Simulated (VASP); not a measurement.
Here is a VASP 6.6.1 calculation.

File INCAR:

```
ALGO = Normal ; EDIFF = 1E-7
ENCUT = 520 ; GGA = PE
ISIF = 2 ; ISMEAR = -1
LASPH = T ; LCHARG = F
LREAL = F ; LWAVE = F
NBANDS = 10 ; NELM = 100
PREC = Accurate ; SIGMA = 0.08
```

KPOINTS

```
k-points
0
Gamma
  13 13 13
```

POSCAR

```
Li
1.0
    1.4391640210     -0.8309017349      4.7369481099
    0.0000000000      1.6618034698      4.7369481099
   -1.4391640210     -0.8309017349      4.7369481099
Li
2
Direct
    0.2500000000      0.2500000000      0.2500000000
   -0.2500000000     -0.2500000000     -0.2500000000
```

Potentials or basis: VASP PAW PBE potentials, release 64 (Li_sv).

Run with:

```sh
$ cat potpaw_PBE.64/Li_sv/POTCAR > POTCAR
$ mpirun -np 1 vasp_std > vasp.out
```

Q: Estimate the band gap on the k mesh.

A: Zero (band 3 reaches 2.85 eV, above the bottom of band 4 at -1.29 eV).
